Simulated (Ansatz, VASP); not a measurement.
Li3MgCl3: VASP beside Ansatz

```
Li Mg Cl
1.0
     2.26850   -3.48233    0.00000
     2.26850    3.48233    0.00000
     0.00000    0.00000    5.76659
Li Mg Cl
3 1 3
Cartesian
  2.2685 0.0000 1.1034
  1.1343 -1.7412 1.7799
  1.1343 1.7412 1.7799
  0.0000 0.0000 0.0000
  2.2685 0.0000 4.6632
  1.1343 1.7412 3.9867
  1.1343 -1.7412 3.9867
```

Alike in both runs: task single point; functional PBE; k mesh 4 × 4 × 4; occupations gaussian, width 0.1 eV; no spin polarisation.

|  | VASP | Ansatz |
| --- | --- | --- |
| version | VASP 6.6.1 | Ansatz 0.2.0 |
| potentials or method | VASP PAW PBE potentials, release 64 (Li_sv, Mg, Cl), cutoff 520 eV | scalar-relativistic, plane waves, PAW |
| valence electrons in the cell | 32 | 40 |

VASP gave:

| Quantity | Value |
| --- | --- |
| gap on the k mesh at the Fermi level (eV) | none |
| rms of the force components (eV/Å) | 2.114 |

Task: Estimate Ansatz's values.

Result: gap on the k mesh at the Fermi level (eV): none; rms of the force components (eV/Å): 2.109.

Atom by atom the forces differ by 0.008 eV/Å (rms over components). A gap of «none» marks a metal or a gap that the smearing closes. The functional is the same, so the differences come from potentials, cutoffs and numerics. VASP's potentials hold 32 valence electrons a cell and Ansatz's 40, so a difference there can come from the potentials and not from the codes.

The k mesh is coarse, so the values compare programs but aren't converged. Noted on VASP's run: the cutoff is short for stress, so the pressure is rough.
